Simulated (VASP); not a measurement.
# Zr2BN3 (P6/mmm) in VASP: notebook, part 2 of 2

VASP 6.6.1.

## Step 4: Relaxation of cell and atoms, PBE

INCAR

```
PREC = Accurate ; ENCUT = 600
EDIFF = 1E-7 ; ISMEAR = 0
SIGMA = 0.1 ; LREAL = F
LASPH = T ; NELM = 100
ALGO = Normal ; ISIF = 3
LWAVE = F ; LCHARG = F
GGA = PE ; IBRION = 2
NSW = 90 ; EDIFFG = -0.04
```

KPOINTS

```
Automatic mesh
0
Gamma
  6 6 6
```

POSCAR

```
Zr2BN3
1.0
    5.2893712400      0.0000000000      0.0000000000
   -2.6446856200      4.5807298600      0.0000000000
    0.0000000000      0.0000000000      2.6964866300
Zr B N
2 1 3
Direct
    0.3333333300      0.6666666700      0.0000000000
    0.6666666700      0.3333333300      0.0000000000
    0.0000000000      0.0000000000      0.0000000000
    0.5000000000      0.0000000000      0.5000000000
    0.5000000000      0.5000000000      0.5000000000
    0.0000000000      0.5000000000      0.5000000000
```

Started as:

```bash
$ cat potpaw_PBE.64/Zr_sv/POTCAR potpaw_PBE.64/B/POTCAR potpaw_PBE.64/N/POTCAR > POTCAR
$ mpirun -np 1 vasp_std > vasp.out
```

Run time: 3.5 min. Hardware: 1 thread of Intel Xeon Platinum 8488C (Sapphire Rapids), shared host; peak memory 0.23 GiB.

The run converged. Its results:

```
Free energy                           : -50.1605 eV
Relaxed volume                        : 13.58 Å³/atom
Relaxed cell                          : a = 5.632 Å, b = 5.632 Å, c = 2.966 Å, α = 90.00°, β = 90.00°, γ = 120.00°
Space group after relaxing (to 0.1 Å) : P6/mmm (No. 191)
Energy gained by relaxing             : 490.7 meV/atom
Ionic steps                           : 6
Pressure after relaxing               : 0.3 GPa
Band gap on the k mesh                : zero (bands 21 and 22 overlap by 1.17 eV)
```

Stress tensor (GPa, compression positive):
```
0.32 0.00 0.00
0.00 0.32 0.00
0.00 0.00 0.14
```

Step by step:
| step | energy change (eV) | largest force (eV/Å) | pressure (GPa) | volume (Å³) |
| --- | --- | --- | --- | --- |
| 1 | 0.0000 | 0.0000 | 65.28 | 65.33 |
| 2 | 2.5853 | 0.0000 | -32.43 | 116.35 |
| 3 | -2.8968 | 0.0000 | -4.15 | 83.03 |
| 4 | -2.9304 | 0.0000 | -0.52 | 81.39 |
| 5 | -2.9322 | 0.0000 | 0.64 | 80.90 |
| 6 | -2.9441 | 0.0000 | 0.26 | 81.49 |

Final structure:
```yaml
crystal:
  lattice:
    - [5.63216, 0.00000, 0.00000]
    - [-2.81608, 4.87759, 0.00000]
    - [0.00000, 0.00000, 2.96634]
  atoms:
    - { symbol: Zr, position: [0.33333, 0.66667, 0.00000] }
    - { symbol: Zr, position: [0.66667, 0.33333, 0.00000] }
    - { symbol: B, position: [0.00000, 0.00000, 0.00000] }
    - { symbol: N, position: [0.50000, 0.00000, 0.50000] }
    - { symbol: N, position: [0.50000, 0.50000, 0.50000] }
    - { symbol: N, position: [0.00000, 0.50000, 0.50000] }
```

Levels at points of the mesh, in eV from the Fermi level:
```tsv
k point	band 18	band 19	band 20	band 21	band 22	band 23	band 24	band 25
(0.00, 0.00, 0.00)	-0.77	-0.77	-0.33	-0.18	0.01	2.05	2.05	3.10
(0.50, 0.00, 0.00)	-2.05	-1.53	-1.29	-0.72	-0.72	1.69	2.68	2.98
(0.00, 0.00, 0.50)	-1.92	-0.89	-0.68	-0.68	-0.26	-0.26	0.61	4.69
(0.50, 0.00, 0.50)	-3.09	-1.89	-1.47	0.09	0.23	0.52	1.40	3.85
```

Caveat: the k points lie up to 0.35 Å⁻¹ apart in the final cell, too coarse for converged energies and pressures of a metal; the volume moved by over 15 % at a fixed basis, so the end points are rough.

## Step 5: Single point, PBE

This run uses another cell than the first one, of 13.60 Å³/atom.

INCAR

```
SYSTEM = Zr2BN3
  PREC = Accurate
  ENCUT = 520
  EDIFF = 1E-6
  ISMEAR = 0
  SIGMA = 0.1
  LREAL = .False.
  LASPH = .True.
  NELM = 80
  ALGO = Normal
  ISIF = 2
  LWAVE = .False.
  LCHARG = .True.
  GGA = PE
  LELF = .True.
  LVHAR = .True.
  NBANDS = 30
```

KPOINTS

```
regular mesh
0
Gamma
  12 12 12
  0 0 0
```

POSCAR

```
Zr2BN3
1.0
    5.6407554606      0.0000000000      0.0000000000
   -2.8203777303      4.8850375254      0.0000000000
    0.0000000000      0.0000000000      2.9612170818
Zr B N
2 1 3
Direct
    0.3333333333      0.6666666667      0.0000000000
    0.6666666667      0.3333333333      0.0000000000
    0.0000000000      0.0000000000      0.0000000000
    0.5000000000      0.0000000000      0.5000000000
    0.5000000000      0.5000000000      0.5000000000
    0.0000000000      0.5000000000      0.5000000000
```

Potentials or basis: VASP PAW PBE potentials, release 64 (Zr_sv, B, N).

Started as:

```bash
$ cat potpaw_PBE.64/Zr_sv/POTCAR potpaw_PBE.64/B/POTCAR potpaw_PBE.64/N/POTCAR > POTCAR
$ mpirun -np 1 vasp_std > vasp.out
```

OUTCAR:

```text
SYSTEM = Zr2BN3
   PREC = Accurate
   ENCUT = 520
   EDIFF = 1E-6
   ISMEAR = 0
   LREAL = .False.
   LASPH = .True.
   NELM = 80
   ISIF = 2
   GGA = PE

 ion  position               nearest neighbor table
   1  0.333  0.667  0.000-   4 2.20   4 2.20   6 2.20   6 2.20   5 2.20   5 2.20   2 3.26   2 3.26
                             2 3.26
   2  0.667  0.333  0.000-   4 2.20   4 2.20   6 2.20   6 2.20   5 2.20   5 2.20   1 3.26   1 3.26
                             1 3.26
   3  0.000  0.000  0.000-
   4  0.500  0.000  0.500-   1 2.20   2 2.20   1 2.20   2 2.20
   5  0.500  0.500  0.500-   1 2.20   2 2.20   1 2.20   2 2.20
   6  0.000  0.500  0.500-   1 2.20   2 2.20   1 2.20   2 2.20

  LATTYP: Found a hexagonal cell.
 ALAT       =     5.6407554606
 C/A-ratio  =     0.5249681718

  Lattice vectors:

 A1 = (   5.6407554606,   0.0000000000,   0.0000000000)
 A2 = (  -2.8203777303,   4.8850375254,   0.0000000000)
 A3 = (   0.0000000000,   0.0000000000,   2.9612170818)

Analysis of symmetry for initial positions (statically):
=====================================================================
 Subroutine PRICEL returns:
 Original cell was already a primitive cell.

 Routine SETGRP: Setting up the symmetry group for a
 hexagonal supercell.

 Subroutine GETGRP returns: Found 24 space group operations
 (whereof 24 operations were pure point group operations)
 out of a pool of 24 trial point group operations.

The static configuration has the point symmetry D_6h.

Analysis of symmetry for dynamics (positions and initial velocities):
=====================================================================
 Subroutine PRICEL returns:
 Original cell was already a primitive cell.

 Routine SETGRP: Setting up the symmetry group for a
 hexagonal supercell.

 Subroutine GETGRP returns: Found 24 space group operations
 (whereof 24 operations were pure point group operations)
 out of a pool of 24 trial point group operations.

The dynamic configuration has the point symmetry D_6h.

 Subroutine INISYM returns: Found 24 space group operations
 (whereof 24 operations are pure point group operations),
 and found     1 'primitive' translations

----------------------------------------------------------------------------------------

                                     Primitive cell

  volume of cell :      81.5972

  direct lattice vectors                    reciprocal lattice vectors
     5.640755461  0.000000000  0.000000000     0.177281218  0.102353359  0.000000000
    -2.820377730  4.885037525  0.000000000     0.000000000  0.204706718  0.000000000
     0.000000000  0.000000000  2.961217082     0.000000000  0.000000000  0.337698984

  length of vectors
     5.640755461  5.640755461  2.961217082     0.204706718  0.204706718  0.337698984

  position of ions in fractional coordinates (direct lattice)
     0.333333333  0.666666667  0.000000000
     0.666666667  0.333333333  0.000000000
     0.000000000  0.000000000  0.000000000
     0.500000000  0.000000000  0.500000000
[... 34 lines left out ...]
 ===========================================

 Found    133 irreducible k-points:

 Following reciprocal coordinates:
            Coordinates               Weight
  0.000000  0.000000  0.000000      1.000000
  0.083333  0.000000  0.000000      6.000000
  0.166667 -0.000000  0.000000      6.000000
  0.250000 -0.000000  0.000000      6.000000
  0.333333 -0.000000  0.000000      6.000000
  0.416667 -0.000000  0.000000      6.000000
[... 16 lines left out ...]
  0.250000 -0.000000  0.083333     12.000000
  0.333333 -0.000000  0.083333     12.000000
 [... further k-points ...]
   k-points           NKPTS =    133   k-points in BZ     NKDIM =    133   number of bands    NBANDS=     30
   number of dos      NEDOS =    301   number of ions     NIONS =      6
   total plane-waves  NPLWV =  42336
   dimension x,y,z NGX =    42 NGY =   42 NGZ =   24
   dimension x,y,z NGXF=    84 NGYF=   84 NGZF=   48
   ions per type =               2   1   3
   NGX,Y,Z   is equivalent  to a cutoff of  12.38, 12.38, 13.47 a.u.
   NGXF,Y,Z  is equivalent  to a cutoff of  24.76, 24.76, 26.95 a.u.
 SYSTEM =  Zr2BN3
   PREC   = accura    normal or accurate (medium, high low for compatibility)
   ISTART =      0    job   : 0-new  1-cont  2-samecut
   ICHARG =      2    charge: 1-file 2-atom 10-const
   ISPIN  =      1    spin polarized calculation?
   LNONCOLLINEAR =      F non collinear calculations
   LSORBIT =      F    spin-orbit coupling
   LASPH  =      T    aspherical Exc in radial PAW
   ENCUT  =  520.0 eV  38.22 Ry    6.18 a.u.  10.49 10.49  5.51*2*pi/ulx,y,z
   NELM   =     80;   NELMIN=  2; NELMDL= -5     # of ELM steps
   EDIFF  = 0.1E-05   stopping-criterion for ELM
   LREAL  =      F    real-space projection
   EDIFFG = 0.1E-04   stopping-criterion for IOM
   NSW    =      0    number of steps for IOM
   IBRION =     -1    ionic relax: 0-MD 1-quasi-New 2-CG
   NFREE  =      0    steps in history (QN), initial steepest desc. (CG)
   ISIF   =      2    stress and relaxation
   ISYM   =      2    0-nonsym 1-usesym 2-fastsym
   POTIM  = 0.5000    time-step for ionic-motion
   TEBEG  =    0.0;   TEEND  =   0.0 temperature during run
   PSTRESS=    0.0 pullay stress
   NELECT =      42.0000    total number of electrons
   NUPDOWN=      -1.0000    fix difference up-down
   EMIN   =  10.00;   EMAX   =-10.00  energy-range for DOS
   EFERMI =   0.00;   METHOD = LEGACY
   ISMEAR =     0;   SIGMA  =   0.10  broadening in eV -4-tet -1-fermi 0-gaus
   EFERMI_NEDOS =   21; number of points for ismear=-14 and -15
   IALGO  =     38    algorithm
   IMIX   =      4    mixing-type and parameters
     AMIX     =   0.40;   BMIX     =  1.00
     AMIX_MAG =   1.60;   BMIX_MAG =  1.00
  volume/ion in A,a.u.               =      13.60        91.77
  Fermi-wavevector in a.u.,A,eV,Ry     =   1.311997  2.479315 23.420194  1.721336
  Thomas-Fermi vector in A             =   2.442420
   LORBIT       =      0    0 simple, 1 ext, 2 COOP (PROOUT), +10 PAW based schemes
   GGA     = PE    functional components
   LHFCALC =     F    Hartree Fock is set to
   AEXX    =    0.0000 exact exchange contribution
   IVDW    =     0    specifies the selected vdW correction
   LEPSILON=     F    determine dielectric tensor
   LRPA    =     F    only Hartree local field effects (RPA)
 non-spin polarized calculation
 Gauss-broadening in eV      SIGMA  =   0.10
  energy-cutoff  :      520.00
  volume of cell :       81.60
 maximum number of plane-waves:      2225
 NGX is ok and might be reduce to    42
   NGX = 21   NGY = 21   NGZ = 11

 number of electron      42.0000003 magnetization

 Free energy of the ion-electron system (eV)
  ---------------------------------------------------
  ext. energy  EPLUGINS =         0.00000000
  ---------------------------------------------------
  free energy    TOTEN  =       -50.19624237 eV

  energy without entropy =      -50.18666268  energy(sigma->0) =      -50.19145253

 E-fermi :   6.1770     XC(G=0): -10.8983

 val. band max:        6.1672033068   @ k =   0.3333  -0.0000   0.4167
 cond. band min:       6.1828346382   @ k =   0.0000   0.0000   0.0833
 fundamental gap:      0.0156313313
 Fermi energy:         6.1769623808

 k-point     1 :       0.0000    0.0000    0.0000
  band No.  band energies     occupation
      1     -41.9653      2.00000
      2     -41.8930      2.00000
      3     -20.4156      2.00000
      4     -20.4156      2.00000
      5     -19.9331      2.00000
      6     -19.9331      2.00000
[... 781 lines left out ...]
     29      11.1203      0.00000
     30      11.6579      0.00000

 [... further k-points ...]

------------------------ aborting loop because EDIFF is reached ----------------------------------------

  FORCE on cell =-STRESS in cart. coord.  units (eV):
  Direction    XX          YY          ZZ          XY          YZ          ZX
  --------------------------------------------------------------------------------------
  -------------------------------------------------------------------------------------
  Total        0.0578194      0.0578194      0.1016497      0.0000000      0.0000000      0.0000000
  in kB        1.1352956      1.1352956      1.9959121      0.0000000      0.0000000      0.0000000
  external PRESSURE =       1.4221678 kB  Pullay stress =       0.0000000 kB

 VOLUME and BASIS-vectors are now :
 -----------------------------------------------------------------------------
  energy-cutoff  :      520.00
  volume of cell :       81.60
      direct lattice vectors                 reciprocal lattice vectors
     5.640755461  0.000000000  0.000000000     0.177281218  0.102353359  0.000000000
    -2.820377730  4.885037525  0.000000000     0.000000000  0.204706718  0.000000000
     0.000000000  0.000000000  2.961217082     0.000000000  0.000000000  0.337698984

 POSITION                                       TOTAL-FORCE (eV/Angst)
 -----------------------------------------------------------------------------------
     -0.00000      3.25669      0.00000         0.000000      0.000000      0.000000
      2.82038      1.62835      0.00000        -0.000000      0.000000     -0.000000
      0.00000      0.00000      0.00000         0.000000      0.000000     -0.000000
      2.82038      0.00000      1.48061        -0.000000      0.000000     -0.000000
      1.41019      2.44252      1.48061         0.000000      0.000000     -0.000000
     -1.41019      2.44252      1.48061         0.000000      0.000000     -0.000000
 -----------------------------------------------------------------------------------
    total drift:                               -0.000000      0.000000      0.000000

  FREE ENERGIE OF THE ION-ELECTRON SYSTEM (eV)
  ---------------------------------------------------
  free  energy   TOTEN  =       -50.1962423731 eV

  energy  without entropy=      -50.1866626825  energy(sigma->0) =      -50.19145253
```

Run time: 3.3 min. Hardware: 1 thread of Intel Xeon Platinum 8488C (Sapphire Rapids), shared host; peak memory 0.4 GiB.

What came out:

```yaml
Free_energy: -50.1962 eV
Pressure: 0.1 GPa
Band_gap_on_the_k_mesh: zero (bands 21 and 22 overlap by 1.13 eV)
```

Stress tensor (GPa, compression positive):
```
0.11 0.00 0.00
0.00 0.11 0.00
0.00 0.00 0.20
```

Levels at points of the mesh, in eV from the Fermi level:
| k point | band 18 | band 19 | band 20 | band 21 | band 22 | band 23 | band 24 | band 25 |
| --- | --- | --- | --- | --- | --- | --- | --- | --- |
| (0.00, 0.00, 0.00) | -0.82 | -0.82 | -0.35 | -0.23 | -0.03 | 2.05 | 2.05 | 3.07 |
| (0.50, 0.00, 0.00) | -2.07 | -1.56 | -1.31 | -0.77 | -0.72 | 1.69 | 2.64 | 2.92 |
| (0.00, 0.00, 0.50) | -1.94 | -0.86 | -0.71 | -0.71 | -0.24 | -0.24 | 0.58 | 4.66 |
| (0.50, 0.00, 0.50) | -3.13 | -1.90 | -1.49 | 0.05 | 0.26 | 0.52 | 1.41 | 3.61 |

## Step 6: Summary

| task | cell | k mesh | cutoff (eV) | gap on the mesh (eV) | pressure (GPa) |
| --- | --- | --- | --- | --- | --- |
| single point | a = 5.289, b = 5.289, c = 2.696 Å, angles 90.0, 90.0, 120.0°, 6 atoms | 6 × 6 × 6 | 520 | none | 65.4 |
| single point | a = 5.636, b = 5.636, c = 2.965 Å, angles 90.0, 90.0, 120.0°, 6 atoms | 6 × 6 × 6 | 520 | none | 0.2 |
| relaxation of cell and atoms | relaxed from a = 5.289, b = 5.289, c = 2.696 Å, angles 90.0, 90.0, 120.0°, 6 atoms | 6 × 6 × 6 | 600 | none | 0.3 |
| single point | a = 5.641, b = 5.641, c = 2.961 Å, angles 90.0, 90.0, 120.0°, 6 atoms | 12 × 12 × 12 | 520 | none | 0.1 |

Alike in all rows: level PBE; potentials or basis VASP PAW PBE potentials, release 64 (Zr_sv, B, N); no spin polarisation; smearing gaussian 0.1 eV.

Caveats: some runs use coarse meshes; the volume moved by over 15 % at a fixed basis, so the end points are rough (at least some runs).

Total energies depend on the potentials used, so only differences within one code and one set of settings carry meaning.

The gap in the log of VASP goes by the Fermi energy; the results here count the filled bands.